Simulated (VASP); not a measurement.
# Ag (P6_3/mmc) in VASP: notebook

Runs on Ag. Level: r2SCAN. Tasks: single point.

Everything below comes from runs of VASP 6.6.1. Logs are shortened: lines on timing, memory, paths and dates and some standing lists are left out, and cuts for length are marked.

## 1. The cell of the first run

It takes space group P6_3/mmc (No. 194, hexagonal). Conventional cell: a = 2.905 Å, b = 2.905 Å, c = 9.467 Å, α = 90.00°, β = 90.00°, γ = 120.00°. Ag (site symmetry -6m2) has 12 Ag at 2.90 to 2.91 Å within 3.8 Å. Within 3.8 Å of Ag (site symmetry -3m) lie 12 Ag at 2.90 to 2.91 Å.

## 2. Single point, r2SCAN

POSCAR

```
Ag
1.0
    2.9052090038      0.0000000000      0.0000000000
   -1.4526045019      2.5159848006      0.0000000000
    0.0000000000      0.0000000000      9.4669946005
Ag
4
Direct
    0.3333333333      0.6666666667      0.2500000000
    0.6666666667      0.3333333333      0.7500000000
    0.0000000000      0.0000000000      0.0000000000
    0.0000000000      0.0000000000      0.5000000000
```

INCAR.step1

```
SYSTEM = Ag
ALGO = Normal
EDIFF = 1E-4
ENCUT = 520
GGA = PE
ISMEAR = 0
LASPH = .True.
LCHARG = .False.
LREAL = .False.
LWAVE = .True.
NBANDS = 30
NELM = 80
PREC = Accurate
SIGMA = 0.15
```

INCAR.step2

```
SYSTEM = Ag
ALGO = Normal
EDIFF = 1E-6
ENCUT = 520
ISIF = 2
ISMEAR = 0
ISTART = 1
LASPH = .True.
LCHARG = .False.
LMIXTAU = .True.
LREAL = .False.
LWAVE = .False.
METAGGA = R2SCAN
NBANDS = 30
NELM = 80
PREC = Accurate
SIGMA = 0.15
```

KPOINTS

```
k-points
0
Gamma
  12 12 4
  0 0 0
```

Potentials or basis: VASP PAW PBE potentials, release 64 (Ag).

Started as:

```sh
> cat potpaw_PBE.64/Ag/POTCAR > POTCAR
> cp INCAR.step1 INCAR
> mpirun -np 1 vasp_std > vasp.out
> cp INCAR.step2 INCAR
> mpirun -np 1 vasp_std > vasp.out
```

OUTCAR:

```text
SYSTEM = Ag
   EDIFF = 1E-6
   ENCUT = 520
   ISIF = 2
   ISMEAR = 0
   ISTART = 1
   LASPH = .True.
   LREAL = .False.
   METAGGA = R2SCAN
   NELM = 80
   PREC = Accurate

 ion  position               nearest neighbor table
   1  0.333  0.667  0.250-   3 2.90   4 2.90   3 2.90   4 2.90   3 2.90   4 2.90
   2  0.667  0.333  0.750-   3 2.90   4 2.90   3 2.90   4 2.90   3 2.90   4 2.90
   3  0.000  0.000  0.000-   1 2.90   2 2.90   2 2.90   1 2.90   2 2.90   1 2.90
   4  0.000  0.000  0.500-   1 2.90   2 2.90   2 2.90   1 2.90   2 2.90   1 2.90

  LATTYP: Found a hexagonal cell.
 ALAT       =     2.9052090038
 C/A-ratio  =     3.2586277229

  Lattice vectors:

 A1 = (   2.9052090038,   0.0000000000,   0.0000000000)
 A2 = (  -1.4526045019,   2.5159848006,   0.0000000000)
 A3 = (   0.0000000000,   0.0000000000,   9.4669946005)

Analysis of symmetry for initial positions (statically):
=====================================================================
 Subroutine PRICEL returns:
 Original cell was already a primitive cell.

 Routine SETGRP: Setting up the symmetry group for a
 hexagonal supercell.

 Subroutine GETGRP returns: Found 24 space group operations
 (whereof 12 operations were pure point group operations)
 out of a pool of 24 trial point group operations.

The static configuration has the point symmetry D_3d.
 The point group associated with its full space group is D_6h.

Analysis of symmetry for dynamics (positions and initial velocities):
=====================================================================
 Subroutine PRICEL returns:
 Original cell was already a primitive cell.

 Routine SETGRP: Setting up the symmetry group for a
 hexagonal supercell.

 Subroutine GETGRP returns: Found 24 space group operations
 (whereof 12 operations were pure point group operations)
 out of a pool of 24 trial point group operations.

The dynamic configuration has the point symmetry D_3d.
 The point group associated with its full space group is D_6h.

 Subroutine INISYM returns: Found 24 space group operations
 (whereof 12 operations are pure point group operations),
 and found     1 'primitive' translations

----------------------------------------------------------------------------------------

                                     Primitive cell

  volume of cell :      69.1986

  direct lattice vectors                    reciprocal lattice vectors
     2.905209004  0.000000000  0.000000000     0.344209315  0.198729340  0.000000000
    -1.452604502  2.515984801  0.000000000     0.000000000  0.397458681  0.000000000
     0.000000000  0.000000000  9.466994600     0.000000000  0.000000000  0.105630144

  length of vectors
     2.905209004  2.905209004  9.466994600     0.397458681  0.397458681  0.105630144

  position of ions in fractional coordinates (direct lattice)
     0.333333333  0.666666667  0.250000000
     0.666666667  0.333333333  0.750000000
     0.000000000  0.000000000  0.000000000
     0.000000000  0.000000000  0.500000000

  ion indices of the primitive-cell ions
   primitive index   ion index
                 1           1
                 2           2
                 3           3
                 4           4

----------------------------------------------------------------------------------------

 KPOINTS: k-points

Automatic generation of k-mesh.
 Grid dimensions read from file:
 generate k-points for:   12   12    4

 Generating k-lattice:

  Cartesian coordinates                     Fractional coordinates (reciprocal lattice)
     0.028684110  0.016560778  0.000000000     0.083333333  0.000000000  0.000000000
     0.000000000  0.033121557  0.000000000     0.000000000  0.083333333  0.000000000
     0.000000000  0.000000000  0.026407536     0.000000000  0.000000000  0.250000000

  Length of vectors
     0.033121557  0.033121557  0.026407536

  Shift w.r.t. Gamma in fractional coordinates (k-lattice)
     0.000000000  0.000000000  0.000000000

 Subroutine IBZKPT returns following result:
 ===========================================

 Found     57 irreducible k-points:

 Following reciprocal coordinates:
            Coordinates               Weight
  0.000000  0.000000  0.000000      1.000000
  0.083333 -0.000000  0.000000      6.000000
  0.166667 -0.000000  0.000000      6.000000
  0.250000 -0.000000  0.000000      6.000000
  0.333333 -0.000000  0.000000      6.000000
  0.416667 -0.000000  0.000000      6.000000
[... 16 lines left out ...]
  0.250000 -0.000000  0.250000     12.000000
  0.333333 -0.000000  0.250000     12.000000
 [... further k-points ...]
   k-points           NKPTS =     57   k-points in BZ     NKDIM =     57   number of bands    NBANDS=     30
   number of dos      NEDOS =    301   number of ions     NIONS =      4
   total plane-waves  NPLWV =  40320
   dimension x,y,z NGX =    24 NGY =   24 NGZ =   70
   dimension x,y,z NGXF=    48 NGYF=   48 NGZF=  140
   ions per type =               4
   NGX,Y,Z   is equivalent  to a cutoff of  13.73, 13.73, 12.29 a.u.
   NGXF,Y,Z  is equivalent  to a cutoff of  27.47, 27.47, 24.58 a.u.
 SYSTEM =  Ag
   PREC   = accura    normal or accurate (medium, high low for compatibility)
   ISTART =      1    job   : 0-new  1-cont  2-samecut
   ICHARG =      0    charge: 1-file 2-atom 10-const
   ISPIN  =      1    spin polarized calculation?
   LNONCOLLINEAR =      F non collinear calculations
   LSORBIT =      F    spin-orbit coupling
   LASPH  =      T    aspherical Exc in radial PAW
   ENCUT  =  520.0 eV  38.22 Ry    6.18 a.u.   5.40  5.40 17.60*2*pi/ulx,y,z
   NELM   =     80;   NELMIN=  2; NELMDL=  0     # of ELM steps
   EDIFF  = 0.1E-05   stopping-criterion for ELM
   LREAL  =      F    real-space projection
   EDIFFG = 0.1E-04   stopping-criterion for IOM
   NSW    =      0    number of steps for IOM
   IBRION =     -1    ionic relax: 0-MD 1-quasi-New 2-CG
   NFREE  =      0    steps in history (QN), initial steepest desc. (CG)
   ISIF   =      2    stress and relaxation
   ISYM   =      2    0-nonsym 1-usesym 2-fastsym
   POTIM  = 0.5000    time-step for ionic-motion
   TEBEG  =    0.0;   TEEND  =   0.0 temperature during run
   PSTRESS=    0.0 pullay stress
   NELECT =      44.0000    total number of electrons
   NUPDOWN=      -1.0000    fix difference up-down
   EMIN   =  10.00;   EMAX   =-10.00  energy-range for DOS
   EFERMI =   0.00;   METHOD = LEGACY
   ISMEAR =     0;   SIGMA  =   0.15  broadening in eV -4-tet -1-fermi 0-gaus
   EFERMI_NEDOS =   21; number of points for ismear=-14 and -15
   IALGO  =     38    algorithm
   IMIX   =      4    mixing-type and parameters
     AMIX     =   0.40;   BMIX     =  1.00
     AMIX_MAG =   1.60;   BMIX_MAG =  1.00
  volume/ion in A,a.u.               =      17.30       116.74
  Fermi-wavevector in a.u.,A,eV,Ry     =   1.407753  2.660268 26.963608  1.981769
  Thomas-Fermi vector in A             =   2.529980
   LORBIT       =      0    0 simple, 1 ext, 2 COOP (PROOUT), +10 PAW based schemes
   METAGGA = R2SCAN    functional components
   LHFCALC =     F    Hartree Fock is set to
   AEXX    =    0.0000 exact exchange contribution
   IVDW    =     0    specifies the selected vdW correction
   LEPSILON=     F    determine dielectric tensor
   LRPA    =     F    only Hartree local field effects (RPA)
 non-spin polarized calculation
 Gauss-broadening in eV      SIGMA  =   0.15
  energy-cutoff  :      520.00
  volume of cell :       69.20
 maximum number of plane-waves:      1908
 NGX is ok and might be reduce to    24
   NGX = 11   NGY = 11   NGZ = 35

 number of electron      43.9999999 magnetization

 Free energy of the ion-electron system (eV)
  ---------------------------------------------------
  ext. energy  EPLUGINS =         0.00000000
  ---------------------------------------------------
  free energy    TOTEN  =       -85.42598734 eV

  energy without entropy =      -85.41635276  energy(sigma->0) =      -85.42117005

 E-fermi :   8.1821     XC(G=0): -12.8649

 val. band max:        8.1794594689   @ k =   0.4167  -0.0000   0.0000
 cond. band min:       8.1951602806   @ k =   0.4167   0.0833   0.5000
 fundamental gap:      0.0157008117
 Fermi energy:         8.1821180119

 k-point     1 :       0.0000    0.0000    0.0000
  band No.  band energies     occupation
      1       0.3855      2.00000
      2       1.5986      2.00000
      3       1.7146      2.00000
      4       1.7175      2.00000
      5       3.1309      2.00000
      6       3.1309      2.00000
[... 22 lines left out ...]
     29      24.5191      0.00000
     30      25.4073      0.00000

 k-point     2 :       0.0833   -0.0000    0.0000
  band No.  band energies     occupation
      1       0.5810      2.00000
      2       1.7116      2.00000
      3       1.8796      2.00000
      4       1.8807      2.00000
      5       3.0240      2.00000
      6       3.0772      2.00000
[... 22 lines left out ...]
     29      24.3346      0.00000
     30      24.5847      0.00000

 k-point     3 :       0.1667   -0.0000    0.0000
  band No.  band energies     occupation
      1       1.1185      2.00000
      2       1.9608      2.00000
      3       2.2510      2.00000
      4       2.2567      2.00000
      5       2.7007      2.00000
      6       2.8512      2.00000
[... 22 lines left out ...]
     29      22.5266      0.00000
     30      22.5452      0.00000

 k-point     4 :       0.2500   -0.0000    0.0000
  band No.  band energies     occupation
      1       1.7262      2.00000
      2       2.0176      2.00000
      3       2.2106      2.00000
      4       2.3834      2.00000
      5       2.5607      2.00000
      6       2.5666      2.00000
[... 22 lines left out ...]
     29      20.8994      0.00000
     30      20.9728      0.00000

 k-point     5 :       0.3333   -0.0000    0.0000
  band No.  band energies     occupation
      1       1.7820      2.00000
      2       1.8571      2.00000
      3       1.8849      2.00000
      4       2.2816      2.00000
      5       2.3570      2.00000
      6       2.5822      2.00000
[... 22 lines left out ...]
     29      20.5650      0.00000
     30      21.0877      0.00000
[... 526 lines left out ...]
     29      24.2140      0.00000
     30      24.6850      0.00000

 k-point    22 :       0.1667   -0.0000    0.2500
  band No.  band energies     occupation
      1       1.2232      2.00000
      2       1.9164      2.00000
      3       2.0194      2.00000
      4       2.2265      2.00000
      5       2.7923      2.00000
      6       2.8731      2.00000
[... 22 lines left out ...]
     29      22.7674      0.00000
     30      23.3785      0.00000

 k-point    23 :       0.2500   -0.0000    0.2500
  band No.  band energies     occupation
      1       1.7707      2.00000
      2       2.0252      2.00000
      3       2.1136      2.00000
      4       2.3442      2.00000
      5       2.5075      2.00000
      6       2.7516      2.00000
[... 22 lines left out ...]
     29      20.6826      0.00000
     30      22.1773      0.00000

 k-point    24 :       0.3333   -0.0000    0.2500
  band No.  band energies     occupation
      1       1.8055      2.00000
      2       1.8795      2.00000
      3       1.9663      2.00000
      4       2.1775      2.00000
      5       2.2427      2.00000
      6       2.5038      2.00000
[... 22 lines left out ...]
     29      19.5032      0.00000
     30      20.3632      0.00000

 [... further k-points ...]
[... 5 lines left out ...]
  --------------------------------------------------------------------------------------
  -------------------------------------------------------------------------------------
  Total        0.1796451      0.1796451     -0.0124640      0.0000000     -0.0000000      0.0000000
  in kB        4.1593792      4.1593792     -0.2885820      0.0000000     -0.0000000      0.0000000
  external PRESSURE =       2.6767255 kB  Pullay stress =       0.0000000 kB

 VOLUME and BASIS-vectors are now :
 -----------------------------------------------------------------------------
  energy-cutoff  :      520.00
  volume of cell :       69.20
      direct lattice vectors                 reciprocal lattice vectors
     2.905209004  0.000000000  0.000000000     0.344209315  0.198729340  0.000000000
    -1.452604502  2.515984801  0.000000000     0.000000000  0.397458681  0.000000000
     0.000000000  0.000000000  9.466994600     0.000000000  0.000000000  0.105630144

 POSITION                                       TOTAL-FORCE (eV/Angst)
 -----------------------------------------------------------------------------------
     -0.00000      1.67732      2.36675         0.000000      0.000000      0.000000
      1.45260      0.83866      7.10025        -0.000000     -0.000000     -0.000000
      0.00000      0.00000      0.00000         0.000000      0.000000     -0.000000
      0.00000      0.00000      4.73350         0.000000      0.000000     -0.000000
 -----------------------------------------------------------------------------------
    total drift:                               -0.000000      0.000000      0.000000

  FREE ENERGIE OF THE ION-ELECTRON SYSTEM (eV)
  ---------------------------------------------------
  free  energy   TOTEN  =       -85.4259873416 eV

  energy  without entropy=      -85.4163527562  energy(sigma->0) =      -85.42117005
```

Wall time 2.9 min (1 thread of Intel Xeon 6975P-C, shared host); peak memory 0.25 GiB.

What came out:

```
Free energy            : -85.4260 eV
Pressure               : 0.3 GPa
Band gap on the k mesh : zero (band 22 reaches 11.79 eV, above the bottom of band 23 at 4.87 eV)
```

Caveat: the PAW data sets were made with another functional, which shifts forces and pressure a little.

## 3. Single point, r2SCAN

POSCAR is that of step 2.

INCAR.step1

```
SYSTEM = Ag
PREC = Accurate ; ENCUT = 520
ISMEAR = 0 ; SIGMA = 0.1
LREAL = .False. ; LASPH = .True.
NELM = 80 ; NBANDS = 30
GGA = PE ; ALGO = Normal
EDIFF = 1E-4 ; LWAVE = .True.
LCHARG = .False.
```

INCAR.step2

```
SYSTEM = Ag
PREC = Accurate ; ENCUT = 520
EDIFF = 1E-7 ; ISMEAR = 0
SIGMA = 0.1 ; LREAL = .False.
LASPH = .True. ; NELM = 80
ALGO = Normal ; ISIF = 2
LWAVE = .False. ; LCHARG = .True.
METAGGA = R2SCAN ; LMIXTAU = .True.
LELF = .True. ; LVHAR = .True.
NBANDS = 30 ; ISTART = 1
```

KPOINTS

```
Automatic mesh
0
Gamma
  18 18 4
  0 0 0
```

Potentials or basis: VASP PAW PBE potentials, release 64 (Ag).

Started as:

```sh
> cat potpaw_PBE.64/Ag/POTCAR > POTCAR
> cp INCAR.step1 INCAR
> mpirun -np 1 vasp_std > vasp.out
> cp INCAR.step2 INCAR
> mpirun -np 1 vasp_std > vasp.out
```

It took 9.3 min on 1 thread of Intel Xeon 6975P-C, shared host; peak memory 0.31 GiB.

The run converged. Its results:

```yaml
Free_energy: -85.4225 eV
Pressure: 0.1 GPa
Band_gap_on_the_k_mesh: zero (band 22 reaches 11.79 eV, above the bottom of band 23 at 4.86 eV)
```

Levels at points of the mesh, in eV from the Fermi level:
| k point | band 19 | band 20 | band 21 | band 22 | band 23 | band 24 | band 25 | band 26 |
| --- | --- | --- | --- | --- | --- | --- | --- | --- |
| (0.00, 0.00, 0.00) | -3.98 | -3.76 | -3.76 | -3.36 | -3.36 | -0.31 | 3.61 | 11.44 |
| (0.50, 0.00, 0.00) | -3.17 | -3.14 | -0.16 | 0.81 | 0.99 | 1.57 | 4.34 | 4.41 |
| (0.00, 0.00, 0.50) | -3.53 | -3.53 | -3.53 | -3.53 | -2.51 | -2.51 | 6.63 | 6.63 |
| (0.50, 0.00, 0.50) | -3.19 | -3.19 | 0.25 | 0.25 | 1.41 | 1.41 | 4.83 | 4.83 |

Caveat: the PAW data sets were made with another functional, which shifts forces and pressure a little.
